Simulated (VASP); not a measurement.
# Al2Cu (e600) (P4/mmm) in VASP: single point with PBEsol

Aim: the single point of Al2Cu (e600) with PBEsol.

All numbers are computed with VASP 6.6.1; they aren't measurements. Logs are shortened: lines on timing, memory, paths and dates and some standing lists are left out, and cuts for length are marked.

### 1 The cell of the first run

It takes space group P4/mmm (No. 123, tetragonal). The conventional cell has a = 4.085 Å, b = 4.085 Å, c = 2.846 Å, α = 90.00°, β = 90.00°, γ = 90.00°. Al (site symmetry mmm) has 4 Cu at 2.49 Å and 6 Al at 2.85 to 2.89 Å within 3.3 Å. Within 3.3 Å of Cu (site symmetry 4/mmm) lie 8 Al at 2.49 Å and 2 Cu at 2.85 Å.

### 2 Single point, PBEsol

INCAR reads:

```
ALGO = Normal
EDIFF = 1E-6
ENCUT = 520
GGA = PS
ISIF = 2
ISMEAR = 0
LASPH = True
LCHARG = False
LREAL = False
LWAVE = False
NBANDS = 16
NELM = 80
PREC = Accurate
SIGMA = 0.1
```

KPOINTS reads:

```
k-points
0
Gamma
  10 10 14
```

POSCAR reads:

```
Al2Cu
1.0
    4.0848572809      0.0000000000      0.0000000000
    0.0000000000      4.0848572809      0.0000000000
    0.0000000000      0.0000000000      2.8464075211
Al Cu
2 1
Direct
    0.5000000000      0.0000000000      0.5000000000
    0.0000000000      0.5000000000      0.5000000000
    0.0000000000      0.0000000000      0.0000000000
```

Potentials or basis: VASP PAW PBE potentials, release 64 (Al, Cu).

Launch:

```
> cat potpaw_PBE.64/Al/POTCAR potpaw_PBE.64/Cu/POTCAR > POTCAR
> mpirun -np 1 vasp_std > vasp.out
```

OUTCAR:

```text
EDIFF = 1E-6
   ENCUT = 520
   GGA = PS
   ISIF = 2
   ISMEAR = 0
   LASPH = True
   LREAL = False
   NELM = 80
   PREC = Accurate

 ion  position               nearest neighbor table
   1  0.500  0.000  0.500-   3 2.49   3 2.49   3 2.49   3 2.49   2 2.89   2 2.89   2 2.89   2 2.89

   2  0.000  0.500  0.500-   3 2.49   3 2.49   3 2.49   3 2.49   1 2.89   1 2.89   1 2.89   1 2.89

   3  0.000  0.000  0.000-   1 2.49   2 2.49   1 2.49   2 2.49   2 2.49   2 2.49   1 2.49   1 2.49

  LATTYP: Found a simple tetragonal cell.
 ALAT       =     4.0848572809
 C/A-ratio  =     0.6968193318

  Lattice vectors:

 A1 = (   4.0848572809,   0.0000000000,   0.0000000000)
 A2 = (   0.0000000000,   4.0848572809,   0.0000000000)
 A3 = (   0.0000000000,   0.0000000000,   2.8464075211)

Analysis of symmetry for initial positions (statically):
=====================================================================
 Subroutine PRICEL returns:
 Original cell was already a primitive cell.

 Routine SETGRP: Setting up the symmetry group for a
 simple tetragonal supercell.

 Subroutine GETGRP returns: Found 16 space group operations
 (whereof 16 operations were pure point group operations)
 out of a pool of 16 trial point group operations.

The static configuration has the point symmetry D_4h.

Analysis of symmetry for dynamics (positions and initial velocities):
=====================================================================
 Subroutine PRICEL returns:
 Original cell was already a primitive cell.

 Routine SETGRP: Setting up the symmetry group for a
 simple tetragonal supercell.

 Subroutine GETGRP returns: Found 16 space group operations
 (whereof 16 operations were pure point group operations)
 out of a pool of 16 trial point group operations.

The dynamic configuration has the point symmetry D_4h.

 Subroutine INISYM returns: Found 16 space group operations
 (whereof 16 operations are pure point group operations),
 and found     1 'primitive' translations

----------------------------------------------------------------------------------------

                                     Primitive cell

  volume of cell :      47.4953

  direct lattice vectors                    reciprocal lattice vectors
     4.084857281  0.000000000  0.000000000     0.244806595  0.000000000  0.000000000
     0.000000000  4.084857281  0.000000000     0.000000000  0.244806595  0.000000000
     0.000000000  0.000000000  2.846407521     0.000000000  0.000000000  0.351320039

  length of vectors
     4.084857281  4.084857281  2.846407521     0.244806595  0.244806595  0.351320039

  position of ions in fractional coordinates (direct lattice)
     0.500000000  0.000000000  0.500000000
     0.000000000  0.500000000  0.500000000
     0.000000000  0.000000000  0.000000000

  ion indices of the primitive-cell ions
   primitive index   ion index
                 1           1
                 2           2
                 3           3

----------------------------------------------------------------------------------------

 KPOINTS: k-points

Automatic generation of k-mesh.
 Grid dimensions read from file:
 generate k-points for:   10   10   14

 Generating k-lattice:

  Cartesian coordinates                     Fractional coordinates (reciprocal lattice)
     0.024480659  0.000000000  0.000000000     0.100000000  0.000000000  0.000000000
     0.000000000  0.024480659  0.000000000     0.000000000  0.100000000  0.000000000
     0.000000000  0.000000000  0.025094288     0.000000000  0.000000000  0.071428571

  Length of vectors
     0.024480659  0.024480659  0.025094288

  Shift w.r.t. Gamma in fractional coordinates (k-lattice)
     0.000000000  0.000000000  0.000000000

 Subroutine IBZKPT returns following result:
 ===========================================

 Found    168 irreducible k-points:

 Following reciprocal coordinates:
            Coordinates               Weight
  0.000000  0.000000  0.000000      1.000000
  0.100000  0.000000  0.000000      4.000000
  0.200000  0.000000  0.000000      4.000000
  0.300000  0.000000  0.000000      4.000000
  0.400000  0.000000  0.000000      4.000000
  0.500000  0.000000  0.000000      2.000000
[... 16 lines left out ...]
  0.100000  0.000000  0.071429      8.000000
  0.200000  0.000000  0.071429      8.000000
 [... further k-points ...]
   k-points           NKPTS =    168   k-points in BZ     NKDIM =    168   number of bands    NBANDS=     16
   number of dos      NEDOS =    301   number of ions     NIONS =      3
   total plane-waves  NPLWV =  21600
   dimension x,y,z NGX =    30 NGY =   30 NGZ =   24
   dimension x,y,z NGXF=    60 NGYF=   60 NGZF=   48
   ions per type =               2   1
   NGX,Y,Z   is equivalent  to a cutoff of  12.21, 12.21, 14.02 a.u.
   NGXF,Y,Z  is equivalent  to a cutoff of  24.42, 24.42, 28.03 a.u.
 SYSTEM =  unknown system
   PREC   = accura    normal or accurate (medium, high low for compatibility)
   ISTART =      0    job   : 0-new  1-cont  2-samecut
   ICHARG =      2    charge: 1-file 2-atom 10-const
   ISPIN  =      1    spin polarized calculation?
   LNONCOLLINEAR =      F non collinear calculations
   LSORBIT =      F    spin-orbit coupling
   LASPH  =      T    aspherical Exc in radial PAW
   ENCUT  =  520.0 eV  38.22 Ry    6.18 a.u.   7.60  7.60  5.29*2*pi/ulx,y,z
   NELM   =     80;   NELMIN=  2; NELMDL= -5     # of ELM steps
   EDIFF  = 0.1E-05   stopping-criterion for ELM
   LREAL  =      F    real-space projection
   EDIFFG = 0.1E-04   stopping-criterion for IOM
   NSW    =      0    number of steps for IOM
   IBRION =     -1    ionic relax: 0-MD 1-quasi-New 2-CG
   NFREE  =      0    steps in history (QN), initial steepest desc. (CG)
   ISIF   =      2    stress and relaxation
   ISYM   =      2    0-nonsym 1-usesym 2-fastsym
   POTIM  = 0.5000    time-step for ionic-motion
   TEBEG  =    0.0;   TEEND  =   0.0 temperature during run
   PSTRESS=    0.0 pullay stress
   NELECT =      17.0000    total number of electrons
   NUPDOWN=      -1.0000    fix difference up-down
   EMIN   =  10.00;   EMAX   =-10.00  energy-range for DOS
   EFERMI =   0.00;   METHOD = LEGACY
   ISMEAR =     0;   SIGMA  =   0.10  broadening in eV -4-tet -1-fermi 0-gaus
   EFERMI_NEDOS =   21; number of points for ismear=-14 and -15
   IALGO  =     38    algorithm
   IMIX   =      4    mixing-type and parameters
     AMIX     =   0.40;   BMIX     =  1.00
     AMIX_MAG =   1.60;   BMIX_MAG =  1.00
  volume/ion in A,a.u.               =      15.83       106.84
  Fermi-wavevector in a.u.,A,eV,Ry     =   1.162361  2.196543 18.382587  1.351082
  Thomas-Fermi vector in A             =   2.298922
   LORBIT       =      0    0 simple, 1 ext, 2 COOP (PROOUT), +10 PAW based schemes
   GGA     = PS    functional components
   LHFCALC =     F    Hartree Fock is set to
   AEXX    =    0.0000 exact exchange contribution
   IVDW    =     0    specifies the selected vdW correction
   LEPSILON=     F    determine dielectric tensor
   LRPA    =     F    only Hartree local field effects (RPA)
 non-spin polarized calculation
 Gauss-broadening in eV      SIGMA  =   0.10
  energy-cutoff  :      520.00
  volume of cell :       47.50
 maximum number of plane-waves:      1294
   NGX = 15   NGY = 15   NGZ = 11

 number of electron      16.9999981 magnetization

 Free energy of the ion-electron system (eV)
  ---------------------------------------------------
  ext. energy  EPLUGINS =         0.00000000
  ---------------------------------------------------
  free energy    TOTEN  =       -12.56933511 eV

  energy without entropy =      -12.56468004  energy(sigma->0) =      -12.56700758

 E-fermi :   7.3137     XC(G=0): -10.5914

 val. band max:        7.3051702036   @ k =   0.4000   0.4000   0.4286
 cond. band min:       7.3241008128   @ k =   0.2000   0.1000   0.5000
 fundamental gap:      0.0189306091
 Fermi energy:         7.3136766559

 k-point     1 :       0.0000    0.0000    0.0000
  band No.  band energies     occupation
      1      -3.3743      2.00000
      2       1.7832      2.00000
      3       2.2927      2.00000
      4       2.9789      2.00000
      5       3.1999      2.00000
      6       3.1999      2.00000
[... 8 lines left out ...]
     15      14.5516      0.00000
     16      20.1545      0.00000

 k-point     2 :       0.1000    0.0000    0.0000
  band No.  band energies     occupation
      1      -3.2893      2.00000
      2       1.7350      2.00000
      3       2.2725      2.00000
      4       2.9525      2.00000
      5       3.1970      2.00000
      6       3.2003      2.00000
[... 8 lines left out ...]
     15      15.6315      0.00000
     16      19.8297      0.00000

 k-point     3 :       0.2000    0.0000    0.0000
  band No.  band energies     occupation
      1      -3.0377      2.00000
      2       1.4693      2.00000
      3       2.2272      2.00000
      4       2.8904      2.00000
      5       3.1896      2.00000
      6       3.2015      2.00000
[... 8 lines left out ...]
     15      17.4029      0.00000
     16      19.0238      0.00000

 k-point     4 :       0.3000    0.0000    0.0000
  band No.  band energies     occupation
      1      -2.6345      2.00000
      2       0.8067      2.00000
      3       2.2113      2.00000
      4       2.8244      2.00000
      5       3.0464      2.00000
      6       3.1806      2.00000
[... 8 lines left out ...]
     15      18.0984      0.00000
     16      19.3345      0.00000

 k-point     5 :       0.4000    0.0000    0.0000
  band No.  band energies     occupation
      1      -2.1336      2.00000
      2       0.0059      2.00000
      3       2.2222      2.00000
      4       2.7775      2.00000
      5       2.9248      2.00000
      6       3.1733      2.00000
[... 8 lines left out ...]
     15      17.2920      0.00000
     16      19.1865      0.00000

 k-point     6 :       0.5000    0.0000    0.0000
  band No.  band energies     occupation
      1      -1.8109      2.00000
      2      -0.4352      2.00000
      3       2.2293      2.00000
      4       2.7608      2.00000
      5       2.9003      2.00000
      6       3.1705      2.00000
[... 8 lines left out ...]
     15      16.9180      0.00000
     16      18.4987      0.00000

 k-point     7 :       0.1000    0.1000    0.0000
  band No.  band energies     occupation
      1      -3.2042      2.00000
      2       1.7046      2.00000
      3       2.2456      2.00000
      4       2.9193      2.00000
      5       3.1973      2.00000
      6       3.1977      2.00000
[... 8 lines left out ...]
     15      16.4246      0.00000
     16      19.6572      0.00000

 k-point     8 :       0.2000    0.1000    0.0000
  band No.  band energies     occupation
      1      -2.9524      2.00000
      2       1.4899      2.00000
      3       2.1827      2.00000
      4       2.8432      2.00000
      5       3.1902      2.00000
      6       3.1988      2.00000
[... 8 lines left out ...]
     15      17.5765      0.00000
     16      19.0333      0.00000

 k-point     9 :       0.3000    0.1000    0.0000
  band No.  band energies     occupation
      1      -2.5488      2.00000
      2       0.8651      2.00000
      3       2.1688      2.00000
      4       2.7723      2.00000
      5       3.0863      2.00000
      6       3.1812      2.00000
[... 8 lines left out ...]
     15      18.1551      0.00000
     16      19.1055      0.00000
[... 172 lines left out ...]
 k-point    19 :       0.4000    0.4000    0.0000
  band No.  band energies     occupation
      1      -0.8345      2.00000
      2       0.8535      2.00000
      3       1.1569      2.00000
      4       2.2055      2.00000
      5       2.9170      2.00000
      6       3.1472      2.00000
[... 8 lines left out ...]
     15      17.9907      0.00000
     16      18.4572      0.00000

 k-point    20 :       0.5000    0.4000    0.0000
  band No.  band energies     occupation
      1      -0.4510      2.00000
      2       0.5272      2.00000
      3       1.2561      2.00000
      4       2.0229      2.00000
      5       2.8778      2.00000
      6       3.0957      2.00000
[... 8 lines left out ...]
     15      17.7211      0.00000
     16      18.2235      0.00000

 k-point    21 :       0.5000    0.5000    0.0000
  band No.  band energies     occupation
      1       0.0043      2.00000
      2       0.7464      2.00000
      3       0.7464      2.00000
      4       1.8095      2.00000
      5       2.8556      2.00000
      6       3.0162      2.00000
[... 8 lines left out ...]
     15      17.8747      0.00000
     16      17.8747      0.00000

 k-point    22 :       0.0000    0.0000    0.0714
  band No.  band energies     occupation
      1      -3.2787      2.00000
      2       1.8157      2.00000
      3       2.3304      2.00000
      4       2.9884      2.00000
      5       3.1014      2.00000
      6       3.1014      2.00000
[... 8 lines left out ...]
     15      15.9087      0.00000
     16      19.2432      0.00000

 k-point    23 :       0.1000    0.0000    0.0714
  band No.  band energies     occupation
      1      -3.1937      2.00000
      2       1.7688      2.00000
      3       2.3110      2.00000
      4       2.9603      2.00000
      5       3.0895      2.00000
      6       3.1080      2.00000
[... 8 lines left out ...]
     15      16.3297      0.00000
     16      18.6975      0.00000

 k-point    24 :       0.2000    0.0000    0.0714
  band No.  band energies     occupation
      1      -2.9425      2.00000
      2       1.5124      2.00000
      3       2.2657      2.00000
      4       2.8993      2.00000
      5       3.0469      2.00000
      6       3.1177      2.00000
[... 8 lines left out ...]
     15      17.4623      0.00000
     16      17.7600      0.00000

 [... further k-points ...]
[... 5 lines left out ...]
  --------------------------------------------------------------------------------------
  -------------------------------------------------------------------------------------
  Total        0.0596780      0.0596780      0.0652491      0.0000000     -0.0000000      0.0000000
  in kB        2.0131389      2.0131389      2.2010708      0.0000000     -0.0000000      0.0000000
  external PRESSURE =       2.0757829 kB  Pullay stress =       0.0000000 kB

 VOLUME and BASIS-vectors are now :
 -----------------------------------------------------------------------------
  energy-cutoff  :      520.00
  volume of cell :       47.50
      direct lattice vectors                 reciprocal lattice vectors
     4.084857281  0.000000000  0.000000000     0.244806595  0.000000000  0.000000000
     0.000000000  4.084857281  0.000000000     0.000000000  0.244806595  0.000000000
     0.000000000  0.000000000  2.846407521     0.000000000  0.000000000  0.351320039

 POSITION                                       TOTAL-FORCE (eV/Angst)
 -----------------------------------------------------------------------------------
      2.04243      0.00000      1.42320         0.000000      0.000000      0.000000
      0.00000      2.04243      1.42320         0.000000      0.000000      0.000000
      0.00000      0.00000      0.00000         0.000000      0.000000      0.000000
 -----------------------------------------------------------------------------------
    total drift:                               -0.000000     -0.000000     -0.000000

  FREE ENERGIE OF THE ION-ELECTRON SYSTEM (eV)
  ---------------------------------------------------
  free  energy   TOTEN  =       -12.5693351136 eV

  energy  without entropy=      -12.5646800427  energy(sigma->0) =      -12.56700758
```

Run time: 3.2 min. Hardware: 1 thread of AMD EPYC 7R13, shared host; peak memory 0.22 GiB.

What came out:

- Free energy: -12.5693 eV
- Pressure: 0.2 GPa

Levels at points of the mesh, in eV from the Fermi level:
```tsv
k point	band 7	band 8	band 9	band 10	band 11	band 12
(0.00, 0.00, 0.00)	-2.46	-2.46	-0.08	0.83	6.17	6.17
(0.50, 0.00, 0.00)	-4.11	-1.14	1.55	1.69	1.92	7.73
(0.50, 0.50, 0.00)	-4.14	-4.14	-2.47	8.58	8.58	9.62
(0.00, 0.00, 0.50)	-3.01	2.52	2.64	2.64	2.73	2.73
(0.50, 0.00, 0.50)	-3.12	-2.46	-1.64	3.75	3.98	4.49
(0.50, 0.50, 0.50)	-2.31	-2.31	-0.84	-0.83	0.05	0.05
```

Caveat: the PAW data sets were made with another functional, which shifts forces and pressure a little.
